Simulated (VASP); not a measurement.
# TiSb: electric field gradients with LDA

TiSb:

```
CELL_PARAMETERS angstrom
4.04784 0.00000 0.00000
-2.02392 3.50553 0.00000
0.00000 0.00000 6.19868
ATOMIC_POSITIONS crystal
Ti 0.00000 0.00000 0.00000
Ti 0.00000 0.00000 0.50000
Sb 0.33333 0.66667 0.25000
Sb 0.66667 0.33333 0.75000
```

```json
{
  "Program": "VASP 6.6.1",
  "Task": "electric field gradients",
  "Functional": "LDA",
  "Potentials or basis": "VASP PAW LDA potentials, release 64 (Ti_sv, Sb)",
  "Cutoff": "520 eV",
  "k mesh": "12 × 12 × 7",
  "Occupations": "fermi-dirac, width 0.03 eV",
  "Spin": "no spin polarisation",
  "Dipole correction": "no",
  "Further INCAR settings": "ALGO = Normal; EDIFF = 1e-08; NBANDS = 25"
}
```

```yaml
Pressure: -5.2 GPa
Band_gap_on_the_k_mesh: zero (bands 17 and 18 overlap by 0.50 eV)
Largest_electric_field_gradient_by_atom: Ti -55.0; Sb +33.2 V/Å²
```

Stress tensor (GPa, compression positive):
```
-5.14  0.00  0.00
 0.00 -5.14  0.00
 0.00  0.00 -5.25
```

Levels at points of the mesh, in eV from the Fermi level:
| k point | band 13 | band 14 | band 15 | band 16 | band 17 | band 18 | band 19 | band 20 | band 21 | band 22 |
| --- | --- | --- | --- | --- | --- | --- | --- | --- | --- | --- |
| (0.00, 0.00, 0.00) | -2.57 | -1.09 | -0.30 | -0.30 | -0.02 | -0.02 | 1.05 | 1.05 | 1.27 | 1.27 |
| (0.50, 0.00, 0.00) | -2.85 | -2.70 | -2.40 | -1.47 | -1.30 | 0.60 | 0.69 | 0.75 | 0.77 | 1.29 |

Electric field gradients, principal values (V/Å²):
| atom | least | middle | greatest (by size) |
| --- | --- | --- | --- |
| 1 Ti | 27.518 | 27.522 | -55.040 |
| 2 Ti | 27.518 | 27.522 | -55.040 |
| 3 Sb | -16.582 | -16.583 | 33.165 |
| 4 Sb | -16.582 | -16.583 | 33.165 |

Run time: 2.6 min on 1 thread of AMD EPYC 7R43 64-Core Processor (Zen 3) (shared host), peak memory 0.23 GiB.

Caveat: the cell stands under tension; without QUAD_EFG the Cq values of the log hold for a quadrupole moment of 1 mb, not for the nuclei; spin-orbit coupling is left out, which moves the levels of the heavy elements.
